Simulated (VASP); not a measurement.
Here is a VASP 6.6.1 calculation.

The input INCAR:

```
  ALGO = Normal
  EDIFF = 1E-6
  ENCUT = 520
  GGA = PS
  ISIF = 2
  ISMEAR = -1
  LASPH = True
  LCHARG = False
  LREAL = False
  LWAVE = False
  NBANDS = 20
  NELM = 80
  PREC = Accurate
  SIGMA = 0.03
```

Contents of KPOINTS:

```
k-points
0
Gamma
  6 6 6
```

The input POSCAR:

```
WS2
1.0
    0.0000000000      2.9018941220      2.9018941220
    2.9018941220      0.0000000000      2.9018941220
    2.9018941220      2.9018941220      0.0000000000
W S
1 2
Direct
    0.0000000000      0.0000000000      0.0000000000
    0.2500000000      0.2500000000      0.2500000000
    0.7500000000      0.7500000000      0.7500000000
```

Potentials or basis: VASP PAW PBE potentials, release 64 (W_sv, S).

The run is started by

```console
$ cat potpaw_PBE.64/W_sv/POTCAR potpaw_PBE.64/S/POTCAR > POTCAR
$ mpirun -np 1 vasp_std > vasp.out
```

Task: What does it give for the band gap on the k mesh?

Result: Zero (bands 13 and 14 overlap by 1.13 eV).

Task: Predict the pressure.

Result: 0.3 GPa.

Caveat: the PAW data sets were made with another functional, which shifts forces and pressure a little; spin-orbit coupling is left out, which moves the levels of the heavy elements.
